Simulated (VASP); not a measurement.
The system is Ta4N.

```
Ta N
1.0
     4.23031    0.00000    0.00000
     0.00000    4.23031    0.00000
     0.00000    0.00000    4.23031
Ta N
4 1
Direct
  0.50000 0.00000 0.00000
  0.00000 0.50000 0.00000
  0.00000 0.00000 0.50000
  0.50000 0.50000 0.50000
  0.00000 0.00000 0.00000
```

The cell was built from a structure type or drawn by symmetry, and may not be a known phase.

```yaml
Program: VASP 6.6.1
Task: relaxation of cell and atoms
Functional: PBE
Potentials_or_basis: VASP PAW PBE potentials, release 64 (Ta_pv, N)
Cutoff: 600 eV
k_mesh: 4 × 4 × 4
Occupations: gaussian, width 0.1 eV
Spin: no spin polarisation
```

At the start: pressure 11.7 GPa; volume 15.14 Å³/atom.

**Question.** Where does the relaxation end?

**Answer.** Over 4 steps the energy falls by 23.6 meV/atom and the volume is 15.82 Å³/atom (+4.5 %); space group Pm-3m (No. 221, to 0.1 Å) before and after.

Step by step:
| step | energy change (eV) | largest force (eV/Å) | pressure (GPa) | volume (Å³) |
| --- | --- | --- | --- | --- |
| 1 | 0.0000 | 0.0000 | 11.66 | 75.70 |
| 2 | 0.5694 | 0.0000 | -21.28 | 88.43 |
| 3 | -0.1180 | 0.0000 | -0.44 | 79.22 |
| 4 | -0.1182 | 0.0000 | -0.04 | 79.09 |

Final structure:
```xyz
5
Lattice="4.2924 0.0000 0.0000 0.0000 4.2924 0.0000 0.0000 0.0000 4.2924" Properties=species:S:1:pos:R:3 pbc="T T T"
Ta    2.1462    0.0000    0.0000
Ta    0.0000    2.1462    0.0000
Ta    0.0000    0.0000    2.1462
Ta    2.1462    2.1462    2.1462
N     0.0000    0.0000    0.0000
```

Caveat: the k points lie up to 0.37 Å⁻¹ apart in the final cell, too coarse for converged energies and pressures of a metal.
